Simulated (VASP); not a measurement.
# HC16 (a cell with a defect) in VASP: a series of runs

HC16 (a cell with a defect) is run at these levels: PBEsol; tasks: single point.

All numbers are computed with VASP 6.6.1; they aren't measurements. Logs are shortened: lines on timing, memory, paths and dates and some standing lists are left out, and cuts for length are marked.

## 1. The cell of the first run

The cell holds a defect, 17 atoms: a = 5.049 Å, b = 5.049 Å, c = 5.049 Å, α = 60.00°, β = 60.00°, γ = 60.00°.

## 2. Single point, PBEsol

Contents of INCAR:

```
SYSTEM = HC16
  PREC = Accurate
  ENCUT = 520
  EDIFF = 1E-6
  ISMEAR = 0
  SIGMA = 0.05
  LREAL = .FALSE.
  LASPH = .TRUE.
  NELM = 120
  ALGO = Normal
  ISIF = 2
  LWAVE = .FALSE.
  LCHARG = .TRUE.
  GGA = PS
  LELF = .TRUE.
  LVHAR = .TRUE.
  NELECT = 64.0
  NBANDS = 46
  GGA_COMPAT = .FALSE.
```

Contents of KPOINTS:

```
Automatic mesh
0
G
  3 3 3
  0 0 0
```

Contents of POSCAR:

```
HC16
1.0
    0.0000000000      3.5700000000      3.5700000000
    3.5700000000      0.0000000000      3.5700000000
    3.5700000000      3.5700000000      0.0000000000
C H
16 1
Direct
   -0.0019029412     -0.0055721289     -0.0099600840
    0.1203605042      0.1169966387      0.1175946779
    0.0008177871     -0.0029617647      0.4894836134
    0.1247953782      0.1209623249      0.6156295518
    0.0153229692      0.4854565826     -0.0103857143
    0.1256432773      0.6188385154      0.1180441176
    0.0009151261      0.4943176471      0.4915971989
    0.1304015406      0.6191189076      0.6109911765
    0.4889514006      0.0110186275     -0.0099794118
    0.6225830532      0.1217289916      0.1180572829
    0.4981843137     -0.0029728291      0.4915543417
    0.6229756303      0.1261495798      0.6112899160
    0.4983505602      0.4944740896     -0.0091614846
    0.6132354342      0.6106628852      0.1269855742
    0.5016606443      0.4974738095      0.4931609244
    0.6265669468      0.6226593838      0.6161224090
    0.7776892157      0.7702704482      0.9072841737
```

Potentials or basis: VASP PAW PBE potentials, release 64 (C, H).

Run with:

```sh
$ cat potpaw_PBE.64/C/POTCAR potpaw_PBE.64/H/POTCAR > POTCAR
$ mpirun -np 1 vasp_std > vasp.out
```

OUTCAR:

```text
SYSTEM = HC16
   PREC = Accurate
   ENCUT = 520
   EDIFF = 1E-6
   ISMEAR = 0
   LREAL = .FALSE.
   LASPH = .TRUE.
   NELM = 120
   ISIF = 2
   GGA = PS
   NELECT = 64.0

 ion  position               nearest neighbor table
   1  0.998  0.994  0.990-   2 1.54   4 1.54  10 1.55   6 1.55
   2  0.120  0.117  0.118-   5 1.52   9 1.52   3 1.53   1 1.54
   3  0.001  0.997  0.489-   2 1.53   4 1.54  12 1.56   8 1.56
   4  0.125  0.121  0.616-   7 1.54  11 1.54   3 1.54   1 1.54
   5  0.015  0.485  0.990-  17 1.36   2 1.52   6 1.54   8 1.56  14 1.66
   6  0.126  0.619  0.118-   5 1.54  13 1.54   7 1.54   1 1.55
   7  0.001  0.494  0.492-   4 1.54   6 1.54   8 1.54  16 1.54
   8  0.130  0.619  0.611-  15 1.53   7 1.54   3 1.56   5 1.56
   9  0.489  0.011  0.990-  17 1.38   2 1.52  10 1.54  12 1.56  14 1.65
  10  0.623  0.122  0.118-   9 1.54  13 1.54  11 1.54   1 1.55
  11  0.498  0.997  0.492-   4 1.54  10 1.54  12 1.54  16 1.54
  12  0.623  0.126  0.611-  15 1.53  11 1.54   3 1.56   9 1.56
  13  0.498  0.494  0.991-  14 1.51   6 1.54  10 1.54  16 1.54
  14  0.613  0.611  0.127-  17 1.19  15 1.51  13 1.51   9 1.65   5 1.66
  15  0.502  0.497  0.493-  14 1.51   8 1.53  12 1.53  16 1.54
  16  0.627  0.623  0.616-  15 1.54   7 1.54  11 1.54  13 1.54
  17  0.778  0.770  0.907-  14 1.19   5 1.36   9 1.38

  LATTYP: Found a face centered cubic cell.
 ALAT       =     7.1400000000

  Lattice vectors:

 A1 = (   0.0000000000,   3.5700000000,   3.5700000000)
 A2 = (   3.5700000000,   0.0000000000,   3.5700000000)
 A3 = (   3.5700000000,   3.5700000000,   0.0000000000)

Analysis of symmetry for initial positions (statically):
=====================================================================
 Subroutine PRICEL returns:
 Original cell was already a primitive cell.

 Routine SETGRP: Setting up the symmetry group for a
 face centered cubic supercell.

 Subroutine GETGRP returns: Found  1 space group operations
 (whereof  1 operations were pure point group operations)
 out of a pool of 48 trial point group operations.

The static configuration has the point symmetry C_1 .

Analysis of symmetry for dynamics (positions and initial velocities):
=====================================================================
 Subroutine PRICEL returns:
 Original cell was already a primitive cell.

 Routine SETGRP: Setting up the symmetry group for a
 face centered cubic supercell.

 Subroutine GETGRP returns: Found  1 space group operations
 (whereof  1 operations were pure point group operations)
 out of a pool of 48 trial point group operations.

The dynamic configuration has the point symmetry C_1 .

 Subroutine INISYM returns: Found  1 space group operations
 (whereof  1 operations are pure point group operations),
 and found     1 'primitive' translations

----------------------------------------------------------------------------------------

                                     Primitive cell

  volume of cell :      90.9986

  direct lattice vectors                    reciprocal lattice vectors
     0.000000000  3.570000000  3.570000000    -0.140056022  0.140056022  0.140056022
     3.570000000  0.000000000  3.570000000     0.140056022 -0.140056022  0.140056022
     3.570000000  3.570000000  0.000000000     0.140056022  0.140056022 -0.140056022

  length of vectors
     5.048742418  5.048742418  5.048742418     0.242584147  0.242584147  0.242584147

  position of ions in fractional coordinates (direct lattice)
     0.998097059  0.994427871  0.990039916
     0.120360504  0.116996639  0.117594678
     0.000817787  0.997038235  0.489483613
     0.124795378  0.120962325  0.615629552
     0.015322969  0.485456583  0.989614286
     0.125643277  0.618838515  0.118044118
[... 9 lines left out ...]
     0.626566947  0.622659384  0.616122409
     0.777689216  0.770270448  0.907284174

  ion indices of the primitive-cell ions
   primitive index   ion index
                 1           1
                 2           2
                 3           3
                 4           4
                 5           5
                 6           6
[... 9 lines left out ...]
                16          16
                17          17

----------------------------------------------------------------------------------------

 KPOINTS: Automatic mesh

Automatic generation of k-mesh.
 Grid dimensions read from file:
 generate k-points for:    3    3    3

 Generating k-lattice:

  Cartesian coordinates                     Fractional coordinates (reciprocal lattice)
    -0.046685341  0.046685341  0.046685341     0.333333333  0.000000000  0.000000000
     0.046685341 -0.046685341  0.046685341     0.000000000  0.333333333  0.000000000
     0.046685341  0.046685341 -0.046685341     0.000000000  0.000000000  0.333333333

  Length of vectors
     0.080861382  0.080861382  0.080861382

  Shift w.r.t. Gamma in fractional coordinates (k-lattice)
     0.000000000  0.000000000  0.000000000

[... 65 lines left out ...]
   LHFCALC =     F    Hartree Fock is set to
   AEXX    =    0.0000 exact exchange contribution
   IVDW    =     0    specifies the selected vdW correction
   LEPSILON=     F    determine dielectric tensor
   LRPA    =     F    only Hartree local field effects (RPA)
 non-spin polarized calculation
 Gauss-broadening in eV      SIGMA  =   0.05
  energy-cutoff  :      520.00
  volume of cell :       91.00
 maximum number of plane-waves:      2453
 NGX is ok and might be reduce to    40
   NGX = 19   NGY = 19   NGZ = 19

 number of electron      63.9999999 magnetization

 Free energy of the ion-electron system (eV)
  ---------------------------------------------------
  ext. energy  EPLUGINS =         0.00000000
  ---------------------------------------------------
  free energy    TOTEN  =      -163.79839483 eV

  energy without entropy =     -163.79839483  energy(sigma->0) =     -163.79839483

 E-fermi :  10.1939     XC(G=0): -13.4307

 val. band max:        9.9258107220   @ k =   0.0000   0.0000   0.0000
 cond. band min:      12.3425227660   @ k =   0.0000   0.0000   0.0000
 fundamental gap:      2.4167120440
 Fermi energy:        10.1938586531

 k-point     1 :       0.0000    0.0000    0.0000
  band No.  band energies     occupation
      1     -12.0440      2.00000
      2      -6.9417      2.00000
      3      -5.9581      2.00000
      4      -5.9275      2.00000
      5      -5.8622      2.00000
      6      -4.8724      2.00000
[... 36 lines left out ...]
     43      17.5900      0.00000
     44      17.6692      0.00000

 k-point     2 :       0.3333    0.0000    0.0000
  band No.  band energies     occupation
      1     -11.3110      2.00000
      2      -9.0149      2.00000
      3      -6.8099      2.00000
      4      -6.0609      2.00000
      5      -5.9009      2.00000
      6      -5.2069      2.00000
[... 36 lines left out ...]
     43      17.4090      0.00000
     44      17.9471      0.00000

 k-point     3 :       0.0000    0.3333    0.0000
  band No.  band energies     occupation
      1     -11.3122      2.00000
      2      -9.0123      2.00000
      3      -6.8015      2.00000
      4      -6.0685      2.00000
      5      -5.9011      2.00000
      6      -5.2082      2.00000
[... 36 lines left out ...]
     43      17.4212      0.00000
     44      17.9432      0.00000

 k-point     4 :       0.0000    0.0000    0.3333
  band No.  band energies     occupation
      1     -11.3317      2.00000
      2      -8.9701      2.00000
      3      -6.7055      2.00000
      4      -6.0116      2.00000
      5      -5.9938      2.00000
      6      -5.2816      2.00000
[... 412 lines left out ...]
     43      19.1794      0.00000
     44      19.1954      0.00000

 k-point    13 :      -0.3333    0.3333   -0.3333
  band No.  band energies     occupation
      1     -10.3778      2.00000
      2      -9.1969      2.00000
      3      -8.8634      2.00000
      4      -7.0632      2.00000
      5      -6.7693      2.00000
      6      -4.5029      2.00000
[... 36 lines left out ...]
     43      19.0692      0.00000
     44      19.4297      0.00000

 k-point    14 :       0.3333   -0.3333   -0.3333
  band No.  band energies     occupation
      1     -10.3749      2.00000
      2      -9.2041      2.00000
      3      -8.8617      2.00000
      4      -7.0634      2.00000
      5      -6.7661      2.00000
      6      -4.5017      2.00000
[... 36 lines left out ...]
     43      19.0682      0.00000
     44      19.4341      0.00000
 [bands above 44 left out]

------------------------ aborting loop because EDIFF is reached ----------------------------------------

  FORCE on cell =-STRESS in cart. coord.  units (eV):
  Direction    XX          YY          ZZ          XY          YZ          ZX
  --------------------------------------------------------------------------------------
  -------------------------------------------------------------------------------------
  Total      -10.3223836    -10.3399279    -10.4895241     -1.5419153     -0.1296244     -0.2995733
  in kB     -181.7422635   -182.0511589   -184.6850423    -27.1479129     -2.2822481     -5.2744730
  external PRESSURE =    -182.8261549 kB  Pullay stress =       0.0000000 kB

 VOLUME and BASIS-vectors are now :
 -----------------------------------------------------------------------------
  energy-cutoff  :      520.00
  volume of cell :       91.00
      direct lattice vectors                 reciprocal lattice vectors
     0.000000000  3.570000000  3.570000000    -0.140056022  0.140056022  0.140056022
     3.570000000  0.000000000  3.570000000     0.140056022 -0.140056022  0.140056022
     3.570000000  3.570000000  0.000000000     0.140056022  0.140056022 -0.140056022

 POSITION                                       TOTAL-FORCE (eV/Angst)
 -----------------------------------------------------------------------------------
      7.08455      7.09765      7.11331        -0.017393     -0.015271     -0.016763
      0.83749      0.84950      0.84737        -0.000636      0.008808     -0.013116
      5.30688      1.75038      3.56235         0.014714      0.009467     -0.015169
      2.62963      2.64332      0.87736         0.000964      0.002693     -0.020381
      5.26600      3.58763      1.78778        -0.004641     -0.017491      0.016389
      2.63067      0.86996      2.65780         0.016467     -0.021296      0.005448
[... 9 lines left out ...]
      4.42245      4.43640      4.45974         0.006527      0.002690      0.018282
      5.98887      6.01536      5.52622         0.019754      0.039504     -0.025314
 -----------------------------------------------------------------------------------
    total drift:                                0.000037      0.000155     -0.000107

  FREE ENERGIE OF THE ION-ELECTRON SYSTEM (eV)
  ---------------------------------------------------
  free  energy   TOTEN  =      -163.7983948298 eV

  energy  without entropy=     -163.7983948298  energy(sigma->0) =     -163.79839483
```

Wall time 36 s (1 thread of Intel Xeon 6975P-C (Granite Rapids), shared host); peak memory 0.24 GiB.

Results:

| Property | Result |
| --- | --- |
| Free energy | -163.7984 eV |
| Largest force | 0.051 eV/Å |

Forces on the atoms (eV/Å):
```
C   -0.017 -0.015 -0.017
C   -0.001  0.009 -0.013
C    0.015  0.009 -0.015
C    0.001  0.003 -0.020
C   -0.005 -0.017  0.016
C    0.016 -0.021  0.005
C    0.004 -0.016 -0.012
C    0.022 -0.014  0.000
C   -0.041 -0.006  0.016
C   -0.023  0.008 -0.006
C   -0.014  0.011 -0.014
C    0.005  0.031 -0.012
C   -0.013 -0.014  0.016
C    0.009 -0.025  0.033
C    0.016  0.016  0.031
C    0.007  0.003  0.018
H    0.020  0.040 -0.025
```

Caveat: the k points lie up to 0.51 Å⁻¹ apart; the cell carries a net charge on a neutralising background, which shifts energy and pressure; the cell is charged against a uniform background, so pressure and absolute levels hang on convention; the PAW data sets were made with another functional, which shifts forces and pressure a little.

## 3. Single point, PBEsol

Contents of INCAR:

```
  PREC = Accurate
  ENCUT = 520
  EDIFF = 1E-6
  ISMEAR = 0
  SIGMA = 0.05
  LREAL = False
  LASPH = True
  NELM = 120
  ALGO = Normal
  ISIF = 2
  LWAVE = False
  LCHARG = False
  GGA = PS
  NELECT = 64.0
  NBANDS = 46
  GGA_COMPAT = False
```

Contents of KPOINTS:

```
Automatic mesh
0
Gamma
  3 3 3
```

Contents of POSCAR:

```
HC16
1.0
    0.0000000000      3.5700000000      3.5700000000
    3.5700000000      0.0000000000      3.5700000000
    3.5700000000      3.5700000000      0.0000000000
C H
16 1
Direct
   -0.0056427171      0.0014987395     -0.0073455182
    0.1197763305      0.1228077031      0.1201161064
    0.0001208683     -0.0001805322      0.4931373950
    0.1236684874      0.1238205882      0.6189169468
    0.0236117647      0.4866871148     -0.0067095238
    0.1201358543      0.6272238095      0.1201879552
    0.0001936975      0.4971463585      0.4932878151
    0.1369175070      0.6236609244      0.6059393557
    0.4910127451      0.0045331933     -0.0035261905
    0.6201691877      0.1241338936      0.1217294118
    0.4974781513     -0.0010327731      0.4948868347
    0.6239641457      0.1219733894      0.6194268908
    0.4914719888      0.4981476190     -0.0035568627
    0.5947673669      0.6319766106      0.1312886555
    0.5055848739      0.4945019608      0.4959792717
    0.6241635854      0.6249254902      0.6195403361
    0.8198477591      0.6516665266      0.8742385154
```

Potentials or basis: VASP PAW PBE potentials, release 64 (C, H).

Run with:

```sh
$ cat potpaw_PBE.64/C/POTCAR potpaw_PBE.64/H/POTCAR > POTCAR
$ mpirun -np 1 vasp_std > vasp.out
```

It took 35 s on 1 thread of Intel Xeon 6975P-C (Granite Rapids), shared host; peak memory 0.24 GiB.

It converged, with:

* Free energy: -163.8044 eV
* Largest force: 0.031 eV/Å

Forces on the atoms (eV/Å):
```
C    0.001 -0.002 -0.001
C   -0.002 -0.003 -0.010
C    0.001 -0.002 -0.003
C    0.001  0.001 -0.001
C    0.002  0.004 -0.006
C    0.009 -0.001  0.001
C    0.002  0.000 -0.003
C    0.003 -0.001 -0.005
C   -0.001 -0.002  0.009
C   -0.002  0.001  0.002
C    0.000  0.001  0.000
C    0.000  0.002  0.000
C   -0.010  0.000  0.001
C   -0.001  0.018 -0.002
C   -0.004  0.010  0.003
C   -0.001  0.003  0.000
H    0.001 -0.028  0.013
```

Levels at points of the mesh, in eV from the Fermi level:
```csv
k point,band 28,band 29,band 30,band 31,band 32,band 33,band 34,band 35,band 36,band 37
"(0.00, 0.00, 0.00)",-3.07,-2.94,-0.55,-0.52,-0.30,2.40,2.67,3.78,4.18,4.23
```

Caveat: the k points lie up to 0.51 Å⁻¹ apart; the cell carries a net charge on a neutralising background, which shifts energy and pressure; the cell is charged against a uniform background, so pressure and absolute levels hang on convention; the PAW data sets were made with another functional, which shifts forces and pressure a little.

## 4. Single point, PBEsol

Contents of INCAR:

```
SYSTEM = HC16
ALGO = Normal
EDIFF = 1E-6
ENCUT = 520
GGA = PS
GGA_COMPAT = .False.
ISIF = 2
ISMEAR = 0
LASPH = .True.
LCHARG = .False.
LREAL = .False.
LWAVE = .False.
NBANDS = 46
NELECT = 64.0
NELM = 120
PREC = Accurate
SIGMA = 0.05
```

Contents of KPOINTS:

```
k-points
0
Gamma
  3 3 3
  0 0 0
```

Contents of POSCAR:

```
HC16
1.0
    0.0000000000      3.5700000000      3.5700000000
    3.5700000000      0.0000000000      3.5700000000
    3.5700000000      3.5700000000      0.0000000000
C H
16 1
Direct
    0.0067851541     -0.0003675070     -0.0033848739
    0.1313899160      0.1206789916      0.1250952381
    0.0072987395     -0.0046530812      0.4987077031
    0.1315120448      0.1209442577      0.6222417367
    0.0102441176      0.4943175070      0.0007049020
    0.1300543417      0.6266403361      0.1203372549
    0.0139551821      0.4948829132      0.4912280112
    0.1335794118      0.6214763305      0.6230802521
    0.5047922969     -0.0046253501      0.0015060224
    0.6319495798      0.1176134454      0.1253815126
    0.5052568627     -0.0028577031      0.4978834734
    0.6330767507      0.1162890756      0.6263100840
    0.4960036415      0.4847952381      0.0173904762
    0.6313696078      0.6221214286      0.1361866947
    0.5055955182      0.4889322129      0.5052092437
    0.6353621849      0.6267557423      0.6053935574
    0.7203980392      0.5802843137      0.8327240896
```

Run with:

```sh
$ cat potpaw_PBE.64/C/POTCAR potpaw_PBE.64/H/POTCAR > POTCAR
$ mpirun -np 1 vasp_std > vasp.out
```

Run time: 34 s. Hardware: 1 thread of Intel Xeon 6975P-C (Granite Rapids), shared host; peak memory 0.24 GiB.

The run converged. Its results:

| Property | Result |
| --- | --- |
| Free energy | -163.8068 eV |
| Largest force | 0.215 eV/Å |

Forces on the atoms (eV/Å):
```
C    0.005  0.011  0.001
C    0.006  0.012  0.002
C    0.005  0.012  0.000
C    0.008  0.009 -0.002
C    0.022 -0.007 -0.015
C    0.008  0.009  0.009
C   -0.006  0.026  0.017
C    0.016  0.016 -0.007
C    0.005  0.012 -0.005
C   -0.002  0.013  0.000
C    0.010  0.008  0.004
C    0.011  0.019 -0.005
C    0.014  0.011  0.000
C   -0.023  0.024  0.014
C    0.004  0.010 -0.004
C    0.022  0.002 -0.034
H   -0.105 -0.187  0.024
```

Levels at points of the mesh, in eV from the Fermi level:
```
           k point  band 30  band 31  band 32  band 33  band 34  band 35
(0.00, 0.00, 0.00)    -0.58    -0.41    -0.26     2.29     3.11     3.83
```

Caveat: the k points lie up to 0.51 Å⁻¹ apart; the cell carries a net charge on a neutralising background, which shifts energy and pressure; the cell is charged against a uniform background, so pressure and absolute levels hang on convention; the PAW data sets were made with another functional, which shifts forces and pressure a little.
